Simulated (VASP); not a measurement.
# BaTiO3 (Pm-3m) in VASP: settings compared

The runs below take BaTiO3 through single point, with PBEsol, revPBE, PBE, RPBE.

Everything below comes from runs of VASP 6.6.1. Logs are shortened: lines on timing, memory, paths and dates and some standing lists are left out, and cuts for length are marked.

## Step 1: The cell of the first run

The structure is cubic, space group Pm-3m (No. 221). The conventional cell has a = 4.006 Å, b = 4.006 Å, c = 4.006 Å, α = 90.00°, β = 90.00°, γ = 90.00°. Ba (site symmetry m-3m) has 12 O at 2.83 Å and 8 Ti at 3.47 Å within 3.7 Å. Within 2.7 Å of Ti (site symmetry m-3m) lie 6 O at 2.00 Å. Within 2.7 Å of O (site symmetry 4/mmm) lie 2 Ti at 2.00 Å.

## Step 2: Single point, PBEsol

The input, INCAR:

```
  ALGO = Normal
  EDIFF = 1E-6
  ENCUT = 1340
  GGA = PS
  GGA_COMPAT = False
  ISIF = 2
  ISMEAR = 0
  LASPH = True
  LCHARG = True
  LELF = True
  LREAL = False
  LVHAR = True
  LWAVE = False
  NBANDS = 28
  NELM = 120
  PREC = Accurate
  SIGMA = 0.01
```

The input, KPOINTS:

```
Automatic mesh
0
Gamma
  4 4 4
  0.5 0.5 0.5
```

The input, POSCAR:

```
BaTiO3
1.0
    4.0060000000      0.0000000000      0.0000000000
    0.0000000000      4.0060000000      0.0000000000
    0.0000000000      0.0000000000      4.0060000000
Ba Ti O
1 1 3
Direct
    0.5000000000      0.5000000000      0.5000000000
    0.0000000000      0.0000000000      0.0000000000
    0.5000000000      0.0000000000      0.0000000000
    0.0000000000      0.5000000000      0.0000000000
    0.0000000000      0.0000000000      0.5000000000
```

Potentials or basis: VASP PAW PBE potentials, release 64 (Ba_sv, Ti_sv, O_h).

Run with:

```sh
> cat potpaw_PBE.64/Ba_sv/POTCAR potpaw_PBE.64/Ti_sv/POTCAR potpaw_PBE.64/O_h/POTCAR > POTCAR
> mpirun -np 1 vasp_std > vasp.out
```

OUTCAR:

```text
EDIFF = 1E-6
   ENCUT = 1340
   GGA = PS
   ISIF = 2
   ISMEAR = 0
   LASPH = True
   LREAL = False
   NELM = 120
   PREC = Accurate

 ion  position               nearest neighbor table
   1  0.500  0.500  0.500-   3 2.83   4 2.83   5 2.83   3 2.83   4 2.83   3 2.83   5 2.83   3 2.83
                             4 2.83   5 2.83   4 2.83   5 2.83   2 3.47   2 3.47   2 3.47   2 3.47
   2  0.000  0.000  0.000-   3 2.00   4 2.00   5 2.00   5 2.00   4 2.00   3 2.00   1 3.47   1 3.47
                             1 3.47   1 3.47   1 3.47   1 3.47   1 3.47   1 3.47
   3  0.500  0.000  0.000-   2 2.00   2 2.00   1 2.83   1 2.83   1 2.83   1 2.83
   4  0.000  0.500  0.000-   2 2.00   2 2.00   1 2.83   1 2.83   1 2.83   1 2.83
   5  0.000  0.000  0.500-   2 2.00   2 2.00   1 2.83   1 2.83   1 2.83   1 2.83

  LATTYP: Found a simple cubic cell.
 ALAT       =     4.0060000000

  Lattice vectors:

 A1 = (   4.0060000000,   0.0000000000,   0.0000000000)
 A2 = (   0.0000000000,   4.0060000000,   0.0000000000)
 A3 = (   0.0000000000,   0.0000000000,   4.0060000000)

Analysis of symmetry for initial positions (statically):
=====================================================================
 Subroutine PRICEL returns:
 Original cell was already a primitive cell.

 Routine SETGRP: Setting up the symmetry group for a
 simple cubic supercell.

 Subroutine GETGRP returns: Found 48 space group operations
 (whereof 48 operations were pure point group operations)
 out of a pool of 48 trial point group operations.

The static configuration has the point symmetry O_h .

Analysis of symmetry for dynamics (positions and initial velocities):
=====================================================================
 Subroutine PRICEL returns:
 Original cell was already a primitive cell.

 Routine SETGRP: Setting up the symmetry group for a
 simple cubic supercell.

 Subroutine GETGRP returns: Found 48 space group operations
 (whereof 48 operations were pure point group operations)
 out of a pool of 48 trial point group operations.

The dynamic configuration has the point symmetry O_h .

 Subroutine INISYM returns: Found 48 space group operations
 (whereof 48 operations are pure point group operations),
 and found     1 'primitive' translations

----------------------------------------------------------------------------------------

                                     Primitive cell

  volume of cell :      64.2884

  direct lattice vectors                    reciprocal lattice vectors
     4.006000000  0.000000000  0.000000000     0.249625562  0.000000000  0.000000000
     0.000000000  4.006000000  0.000000000     0.000000000  0.249625562  0.000000000
     0.000000000  0.000000000  4.006000000     0.000000000  0.000000000  0.249625562

  length of vectors
     4.006000000  4.006000000  4.006000000     0.249625562  0.249625562  0.249625562

  position of ions in fractional coordinates (direct lattice)
     0.500000000  0.500000000  0.500000000
     0.000000000  0.000000000  0.000000000
     0.500000000  0.000000000  0.000000000
     0.000000000  0.500000000  0.000000000
     0.000000000  0.000000000  0.500000000

  ion indices of the primitive-cell ions
   primitive index   ion index
                 1           1
                 2           2
                 3           3
                 4           4
                 5           5

----------------------------------------------------------------------------------------

 KPOINTS: Automatic mesh

Automatic generation of k-mesh.
 Grid dimensions read from file:
 generate k-points for:    4    4    4

 Generating k-lattice:

  Cartesian coordinates                     Fractional coordinates (reciprocal lattice)
     0.062406390  0.000000000  0.000000000     0.250000000  0.000000000  0.000000000
     0.000000000  0.062406390  0.000000000     0.000000000  0.250000000  0.000000000
     0.000000000  0.000000000  0.062406390     0.000000000  0.000000000  0.250000000

  Length of vectors
     0.062406390  0.062406390  0.062406390

  Shift w.r.t. Gamma in fractional coordinates (k-lattice)
     0.500000000  0.500000000  0.500000000

 Subroutine IBZKPT returns following result:
 ===========================================

 Found      4 irreducible k-points:

 Following reciprocal coordinates:
            Coordinates               Weight
  0.125000  0.125000  0.125000      8.000000
  0.375000  0.125000  0.125000     24.000000
  0.375000  0.375000  0.125000     24.000000
  0.375000  0.375000  0.375000      8.000000
   k-points           NKPTS =      4   k-points in BZ     NKDIM =      4   number of bands    NBANDS=     28
   number of dos      NEDOS =    301   number of ions     NIONS =      5
   total plane-waves  NPLWV = 110592
   dimension x,y,z NGX =    48 NGY =   48 NGZ =   48
   dimension x,y,z NGXF=    96 NGYF=   96 NGZF=   96
   ions per type =               1   1   3
   NGX,Y,Z   is equivalent  to a cutoff of  19.92, 19.92, 19.92 a.u.
   NGXF,Y,Z  is equivalent  to a cutoff of  39.84, 39.84, 39.84 a.u.
 SYSTEM =  unknown system
   PREC   = accura    normal or accurate (medium, high low for compatibility)
   ISTART =      0    job   : 0-new  1-cont  2-samecut
   ICHARG =      2    charge: 1-file 2-atom 10-const
   ISPIN  =      1    spin polarized calculation?
   LNONCOLLINEAR =      F non collinear calculations
   LSORBIT =      F    spin-orbit coupling
   LASPH  =      T    aspherical Exc in radial PAW
   ENCUT  = 1340.0 eV  98.49 Ry    9.92 a.u.  11.96 11.96 11.96*2*pi/ulx,y,z
   NELM   =    120;   NELMIN=  2; NELMDL= -5     # of ELM steps
   EDIFF  = 0.1E-05   stopping-criterion for ELM
   LREAL  =      F    real-space projection
   EDIFFG = 0.1E-04   stopping-criterion for IOM
   NSW    =      0    number of steps for IOM
   IBRION =     -1    ionic relax: 0-MD 1-quasi-New 2-CG
   NFREE  =      0    steps in history (QN), initial steepest desc. (CG)
   ISIF   =      2    stress and relaxation
   ISYM   =      2    0-nonsym 1-usesym 2-fastsym
   POTIM  = 0.5000    time-step for ionic-motion
   TEBEG  =    0.0;   TEEND  =   0.0 temperature during run
   PSTRESS=    0.0 pullay stress
   NELECT =      40.0000    total number of electrons
   NUPDOWN=      -1.0000    fix difference up-down
   EMIN   =  10.00;   EMAX   =-10.00  energy-range for DOS
   EFERMI =   0.00;   METHOD = LEGACY
   ISMEAR =     0;   SIGMA  =   0.01  broadening in eV -4-tet -1-fermi 0-gaus
   EFERMI_NEDOS =   21; number of points for ismear=-14 and -15
   IALGO  =     38    algorithm
   IMIX   =      4    mixing-type and parameters
     AMIX     =   0.40;   BMIX     =  1.00
     AMIX_MAG =   1.60;   BMIX_MAG =  1.00
  volume/ion in A,a.u.               =      12.86        86.77
  Fermi-wavevector in a.u.,A,eV,Ry     =   1.397603  2.641087 26.576187  1.953295
  Thomas-Fermi vector in A             =   2.520843
   LORBIT       =      0    0 simple, 1 ext, 2 COOP (PROOUT), +10 PAW based schemes
   GGA     = PS    functional components
   LHFCALC =     F    Hartree Fock is set to
   AEXX    =    0.0000 exact exchange contribution
   IVDW    =     0    specifies the selected vdW correction
   LEPSILON=     F    determine dielectric tensor
   LRPA    =     F    only Hartree local field effects (RPA)
 non-spin polarized calculation
 Gauss-broadening in eV      SIGMA  =   0.01
  energy-cutoff  :     1340.00
  volume of cell :       64.29
 maximum number of plane-waves:      7184
 NGX is ok and might be reduce to    48
   NGX = 23   NGY = 23   NGZ = 23

 number of electron      40.0000000 magnetization

 Free energy of the ion-electron system (eV)
  ---------------------------------------------------
  ext. energy  EPLUGINS =         0.00000000
  ---------------------------------------------------
  free energy    TOTEN  =       -42.01057911 eV

  energy without entropy =      -42.01057911  energy(sigma->0) =      -42.01057911

 E-fermi :   3.9785     XC(G=0): -11.5079

 val. band max:        3.8434495183   @ k =   0.3750   0.3750   0.3750
 cond. band min:       6.2437753450   @ k =   0.1250   0.1250   0.1250
 fundamental gap:      2.4003258267
 Fermi energy:         3.9785023367

 k-point     1 :       0.1250    0.1250    0.1250
  band No.  band energies     occupation
      1     -52.3362      2.00000
      2     -28.6671      2.00000
      3     -28.6664      2.00000
      4     -28.6664      2.00000
      5     -20.6871      2.00000
      6     -12.7673      2.00000
      7     -12.0741      2.00000
      8     -12.0741      2.00000
      9      -5.9169      2.00000
     10      -5.9169      2.00000
     11      -5.6638      2.00000
     12       1.1062      2.00000
     13       1.5040      2.00000
     14       1.5040      2.00000
     15       2.2589      2.00000
     16       2.2589      2.00000
     17       2.9110      2.00000
     18       3.0646      2.00000
     19       3.5394      2.00000
     20       3.5394      2.00000
     21       6.2438      0.00000
     22       6.3118      0.00000
     23       6.3118      0.00000
     24       8.6213      0.00000
     25       8.6213      0.00000
     26       9.7883      0.00000
     27       9.7883      0.00000
     28      11.8764      0.00000

 k-point     2 :       0.3750    0.1250    0.1250
  band No.  band energies     occupation
      1     -52.3355      2.00000
      2     -28.7038      2.00000
      3     -28.6652      2.00000
      4     -28.6649      2.00000
      5     -20.6096      2.00000
      6     -12.8322      2.00000
      7     -12.0328      2.00000
      8     -11.9134      2.00000
      9      -5.8987      2.00000
     10      -5.7882      2.00000
     11      -5.5487      2.00000
     12       0.1693      2.00000
     13       1.0455      2.00000
     14       1.2783      2.00000
     15       1.4215      2.00000
     16       1.7402      2.00000
     17       2.5625      2.00000
     18       2.8968      2.00000
     19       3.1178      2.00000
     20       3.1267      2.00000
     21       6.3918      0.00000
     22       7.3200      0.00000
     23       7.3317      0.00000
     24       8.6087      0.00000
     25      10.0820      0.00000
     26      11.0264      0.00000
     27      11.4696      0.00000
     28      12.6246      0.00000

 k-point     3 :       0.3750    0.3750    0.1250
  band No.  band energies     occupation
      1     -52.3348      2.00000
      2     -28.7017      2.00000
      3     -28.7013      2.00000
      4     -28.6636      2.00000
      5     -20.5514      2.00000
      6     -12.5104      2.00000
      7     -12.0221      2.00000
      8     -11.9586      2.00000
      9      -6.0334      2.00000
     10      -5.9891      2.00000
     11      -5.6356      2.00000
     12      -0.0615      2.00000
     13       0.3985      2.00000
     14       0.4251      2.00000
     15       1.3560      2.00000
     16       1.4898      2.00000
     17       2.0720      2.00000
     18       2.9441      2.00000
     19       3.2024      2.00000
     20       3.7659      2.00000
     21       7.3710      0.00000
     22       7.4207      0.00000
     23       7.7250      0.00000
     24       9.2257      0.00000
     25      11.1953      0.00000
     26      11.7309      0.00000
     27      12.2123      0.00000
     28      12.8491      0.00000

 k-point     4 :       0.3750    0.3750    0.3750
  band No.  band energies     occupation
      1     -52.3341      2.00000
      2     -28.6999      2.00000
      3     -28.6996      2.00000
      4     -28.6996      2.00000
      5     -20.5009      2.00000
      6     -12.1340      2.00000
      7     -11.9092      2.00000
      8     -11.9092      2.00000
      9      -6.4503      2.00000
     10      -6.4503      2.00000
     11      -6.1535      2.00000
     12      -0.1459      2.00000
     13       0.4005      2.00000
     14       0.4005      2.00000
     15       1.1289      2.00000
     16       1.5700      2.00000
     17       1.5700      2.00000
     18       3.6418      2.00000
     19       3.6418      2.00000
     20       3.8434      2.00000
     21       7.9052      0.00000
     22       7.9052      0.00000
     23       7.9068      0.00000
     24      11.0048      0.00000
     25      11.0048      0.00000
     26      11.4117      0.00000
     27      11.5915      0.00000
     28      11.5915      0.00000

------------------------ aborting loop because EDIFF is reached ----------------------------------------

  FORCE on cell =-STRESS in cart. coord.  units (eV):
  Direction    XX          YY          ZZ          XY          YZ          ZX
  --------------------------------------------------------------------------------------
  -------------------------------------------------------------------------------------
  Total       -1.1949639     -1.1949639     -1.1949639     -0.0000000      0.0000000     -0.0000000
  in kB      -29.7805370    -29.7805370    -29.7805370     -0.0000000      0.0000000     -0.0000000
  external PRESSURE =     -29.7805370 kB  Pullay stress =       0.0000000 kB

 VOLUME and BASIS-vectors are now :
 -----------------------------------------------------------------------------
  energy-cutoff  :     1340.00
  volume of cell :       64.29
      direct lattice vectors                 reciprocal lattice vectors
     4.006000000  0.000000000  0.000000000     0.249625562  0.000000000  0.000000000
     0.000000000  4.006000000  0.000000000     0.000000000  0.249625562  0.000000000
     0.000000000  0.000000000  4.006000000     0.000000000  0.000000000  0.249625562

 POSITION                                       TOTAL-FORCE (eV/Angst)
 -----------------------------------------------------------------------------------
      2.00300      2.00300      2.00300         0.000000      0.000000      0.000000
      0.00000      0.00000      0.00000         0.000000      0.000000      0.000000
      2.00300      0.00000      0.00000         0.000000      0.000000      0.000000
      0.00000      2.00300      0.00000         0.000000      0.000000      0.000000
      0.00000      0.00000      2.00300         0.000000      0.000000      0.000000
 -----------------------------------------------------------------------------------
    total drift:                                0.000000      0.000000      0.000000

  FREE ENERGIE OF THE ION-ELECTRON SYSTEM (eV)
  ---------------------------------------------------
  free  energy   TOTEN  =       -42.0105791118 eV

  energy  without entropy=      -42.0105791118  energy(sigma->0) =      -42.01057911
```

Wall time 23 s (1 thread of Intel Xeon 6975P-C (Granite Rapids), shared host); peak memory 0.32 GiB.

Results:

```yaml
Free_energy: -42.0106 eV
Pressure: -3.0 GPa
Band_gap_on_the_k_mesh: 2.40 eV (least direct gap 2.70 eV)
```

Levels at points of the mesh, in eV from the valence-band top:
```tsv
k point	band 18	band 19	band 20	band 21	band 22	band 23
(0.12, 0.12, 0.12)	-0.78	-0.30	-0.30	2.40	2.47	2.47
```

Caveat: the PAW data sets were made with another functional, which shifts forces and pressure a little; spin-orbit coupling is left out, which moves the levels of the heavy elements; a shifted mesh leaves out Γ, where band edges can lie. A k mesh can miss the band edges.

## Step 3: Single point, revPBE

The input, INCAR:

```
SYSTEM = BaTiO3
PREC = Accurate
ENCUT = 1340
EDIFF = 1E-6
ISMEAR = 0
SIGMA = 0.01
LREAL = .FALSE.
LASPH = .TRUE.
NELM = 120
ALGO = Normal
ISIF = 2
LWAVE = .FALSE.
LCHARG = .FALSE.
GGA = RE
NBANDS = 28
GGA_COMPAT = .FALSE.
```

KPOINTS is that of step 2.

POSCAR is that of step 2.

Potentials or basis: VASP PAW PBE potentials, release 64 (Ba_sv, Ti_sv, O_h).

Run with:

```sh
> cat potpaw_PBE.64/Ba_sv/POTCAR potpaw_PBE.64/Ti_sv/POTCAR potpaw_PBE.64/O_h/POTCAR > POTCAR
> mpirun -np 1 vasp_std > vasp.out
```

Wall time 54 s (1 thread of Intel Xeon Platinum 8259CL at 2.50GHz (Skylake/Cascade Lake), shared host); peak memory 0.34 GiB.

It converged, with:

```yaml
Free_energy: -38.2059 eV
Pressure: 6.3 GPa
Band_gap_on_the_k_mesh: 2.45 eV (least direct gap 2.76 eV)
```

Levels at points of the mesh, in eV from the valence-band top:
```csv
k point,band 18,band 19,band 20,band 21,band 22,band 23
"(0.12, 0.12, 0.12)",-0.76,-0.31,-0.31,2.45,2.52,2.52
```

Caveat: the cell stands under pressure; the PAW data sets were made with another functional, which shifts forces and pressure a little; spin-orbit coupling is left out, which moves the levels of the heavy elements; a shifted mesh leaves out Γ, where band edges can lie. revPBE gaps usually lie below the measured ones, often by a third to a half.

## Step 4: Single point, PBE

The input, INCAR:

```
PREC     = Accurate       # precision mode
ENCUT    = 1340           # plane-wave cutoff, eV
EDIFF    = 1E-6           # SCF threshold, eV
ISMEAR   = 0              # smearing method
SIGMA    = 0.01           # smearing width, eV
LREAL    = F              # projectors in reciprocal space
LASPH    = T              # aspherical terms in the spheres
NELM     = 120            # most SCF steps
ALGO     = Normal         # electronic algorithm
ISIF     = 2              # what is computed and relaxed
LWAVE    = F              # write WAVECAR
LCHARG   = F              # write CHGCAR
GGA      = PE             # functional
NBANDS   = 28             # bands
GGA_COMPAT= F
```

KPOINTS is that of step 3.

POSCAR is that of step 3.

Run with:

```sh
> cat potpaw_PBE.64/Ba_sv/POTCAR potpaw_PBE.64/Ti_sv/POTCAR potpaw_PBE.64/O_h/POTCAR > POTCAR
> mpirun -np 1 vasp_std > vasp.out
```

Wall time 26 s (1 thread of AMD EPYC 9R45 (Zen 5), shared host); peak memory 0.3 GiB.

The run converged. Its results:

```yaml
Free_energy: -40.0126 eV
Pressure: 3.2 GPa
Band_gap_on_the_k_mesh: 2.43 eV (least direct gap 2.74 eV)
```

Levels at points of the mesh, in eV from the valence-band top:
```tsv
k point	band 17	band 18	band 19	band 20	band 21	band 22	band 23	band 24
(0.12, 0.12, 0.12)	-0.92	-0.77	-0.31	-0.31	2.43	2.50	2.50	4.74
```

Caveat: the cell stands under pressure; spin-orbit coupling is left out, which moves the levels of the heavy elements; a shifted mesh leaves out Γ, where band edges can lie. A k mesh can miss the band edges.

[end of part 1 of 2]
